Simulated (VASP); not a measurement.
Write the native input for VASP 6.6.1 that does the following.

- Task: relaxation of cell and atoms
- Functional: LDA
- Potentials or basis: VASP PAW LDA potentials, release 64 (Al, As)
- Cutoff: 500 eV
- k mesh: 8 × 8 × 8
- Occupations: gaussian, width 0.01 eV
- Spin: no spin polarisation
- Target pressure: 3 GPa
- Dipole correction: no
- Further INCAR settings: ALGO = Normal; EDIFF = 1e-07; IBRION = 2; EDIFFG = -0.001; NSW = 80; ISIF = 3

The structure of AlAs lies in POSCAR:

```
AlAs
1.0
    0.0000000000      2.8145444734      2.8145444734
    2.8145444734      0.0000000000      2.8145444734
    2.8145444734      2.8145444734      0.0000000000
Al As
1 1
Direct
    0.0000000000      0.0000000000      0.0000000000
    0.7500000000      0.7500000000      0.7500000000
```

The input as run:

INCAR

```
ALGO = Normal ; EDIFF = 1E-7
EDIFFG = -0.001 ; ENCUT = 500
GGA_COMPAT = False ; IBRION = 2
ISIF = 3 ; ISMEAR = 0
LASPH = True ; LCHARG = False
LREAL = False ; LWAVE = False
NELM = 120 ; NELMIN = 4
NSW = 80 ; PREC = Accurate
PSTRESS = 30.0 ; SIGMA = 0.01
```

KPOINTS

```
k-points
0
Gamma
  8 8 8
```

Potentials or basis: VASP PAW LDA potentials, release 64 (Al, As).

Command:

```bash
$ cat potpaw_LDA.64/Al/POTCAR potpaw_LDA.64/As/POTCAR > POTCAR
$ mpirun -np 1 vasp_std > vasp.out
```

Results of the run:

```json
{
  "Relaxed volume": "21.59 Å³/atom",
  "Relaxed cell": "a = 3.938 Å, b = 3.938 Å, c = 3.938 Å, α = 60.00°, β = 60.00°, γ = 60.00°",
  "Space group after relaxing (to 0.1 Å)": "F-43m (No. 216)",
  "Energy change on relaxing (the run minimises the enthalpy)": "+7.2 meV/atom",
  "Ionic steps": "3",
  "Pressure after relaxing": "3.0 GPa",
  "Band gap on the k mesh": "1.25 eV (least direct gap 2.27 eV)"
}
```

Caveat: the cell is relaxed towards a set pressure, so the run minimises the enthalpy, not the energy.

Wall time 14 s on 1 thread of Intel(R) Xeon(R) Platinum 8488C (Sapphire Rapids) (shared host), peak memory 0.15 GiB.
